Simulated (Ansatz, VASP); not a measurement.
CaHfS2 in VASP and in Ansatz

```
Ca Hf S
1.0
     4.39523    0.00000    0.00000
     0.00000    4.39523    0.00000
     0.00000    0.00000    7.04382
Ca Hf S
1 1 2
Direct
  0.50000 0.50000 0.50000
  0.00000 0.00000 0.50000
  0.50000 0.50000 0.85848
  0.50000 0.50000 0.14152
```

Alike in both runs: functional PBE; k mesh 10 × 10 × 8; occupations gaussian, width 0.1 eV; no spin polarisation.

Ansatz relaxed the structure, and its values are those at the end. VASP's run is a single point on that final structure, the one shown.

|  | VASP | Ansatz |
| --- | --- | --- |
| version | VASP 6.6.1 | Ansatz 0.2.0 |
| potentials or method | VASP PAW PBE potentials, release 64 (Ca_sv, Hf_pv, S), cutoff 520 eV | scalar-relativistic, plane waves, PAW |
| valence electrons in the cell | 32 | 48 |

|  | VASP | Ansatz | Ansatz less VASP |
| --- | --- | --- | --- |
| gap on the k mesh at the Fermi level (eV) | none | none | - |
| pressure (GPa) | -0.2 | 0.0 | +0.14 |
| rms of the force components (eV/Å) | 0.079 | 0.000 | -0.0785 |

A gap of «none» marks a metal or a gap that the smearing closes. VASP's potentials hold 32 valence electrons a cell and Ansatz's 48, so a difference there can come from the potentials and not from the codes.

Spin-orbit coupling is off throughout.
